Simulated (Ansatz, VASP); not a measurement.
## Two plane-wave programs on Be3Pd2S

The input INCAR:

```
SYSTEM = Be3Pd2S
PREC = Accurate
ENCUT = 520
EDIFF = 1E-7
ISMEAR = 0
SIGMA = 0.1
LREAL = .FALSE.
LASPH = .TRUE.
NELM = 80
ALGO = Normal
ISIF = 2
LWAVE = .FALSE.
LCHARG = .FALSE.
GGA = PE
NBANDS = 25
```

KPOINTS

```
Automatic mesh
0
G
  6 6 6
  0 0 0
```

File POSCAR:

```
Be3Pd2S
1.0
    2.5588637600      1.4773606800      3.6637748500
   -2.5588637600      1.4773606800      3.6637748500
    0.0000000000     -2.9547213600      3.6637748500
Be Pd S
3 2 1
Direct
    0.5000000000      0.5000000000      0.0000000000
    0.0000000000      0.5000000000      0.5000000000
    0.5000000000      0.0000000000      0.5000000000
    0.2035507600      0.2035507600      0.2035507600
    0.7964492400      0.7964492400      0.7964492400
    0.0000000000      0.0000000000      0.0000000000
```

Input for Ansatz:

```yaml
crystal:
  lattice:
    - [2.55886376, 1.47736068, 3.66377485]
    - [-2.55886376, 1.47736068, 3.66377485]
    - [0.0, -2.95472136, 3.66377485]
  atoms:
    - { symbol: Be, position: [0.5, 0.5, 0.0] }
    - { symbol: Be, position: [0.0, 0.5, 0.5] }
    - { symbol: Be, position: [0.5, 0.0, 0.5] }
    - { symbol: Pd, position: [0.20355076, 0.20355076, 0.20355076] }
    - { symbol: Pd, position: [0.79644924, 0.79644924, 0.79644924] }
    - { symbol: S, position: [0.0, 0.0, 0.0] }
basis:
  ecutwfc: 420
kpoints:
  mp_grid: { grid: [6, 6, 6] }
hamiltonian:
  xc: pbe
scf:
  occupations: { method: gaussian, width: 0.1 }
  lower_state_search: "off"
output:
  forces: true
  stress: true
  eigenvalues: true
```

Alike in both runs: task single point; functional PBE; k mesh 6 × 6 × 6; occupations gaussian, width 0.1 eV; no spin polarisation.

|  | VASP | Ansatz |
| --- | --- | --- |
| version | VASP 6.6.1 | Ansatz 0.2.0 |
| potentials or method | VASP PAW PBE potentials, release 64 (Be, Pd, S), cutoff 520 eV | scalar-relativistic, plane waves, PAW |
| valence electrons in the cell | 32 | 48 |

|  | VASP | Ansatz | Ansatz less VASP |
| --- | --- | --- | --- |
| gap on the k mesh at the Fermi level (eV) | none | none | - |
| pressure (GPa) | 16.4 | 16.4 | -0.08 |
| traceless stress, the component that is largest in VASP (GPa) | 16.21 | 16.16 | -0.051 |
| rms of the force components (eV/Å) | 0.386 | 0.376 | -0.0098 |

Atom by atom the forces differ by 0.010 eV/Å (rms over components). A gap of «none» marks a metal or a gap that the smearing closes. The functional is the same, so the differences come from potentials, cutoffs and numerics. VASP's potentials hold 32 valence electrons a cell and Ansatz's 48, so a difference there can come from the potentials and not from the codes.
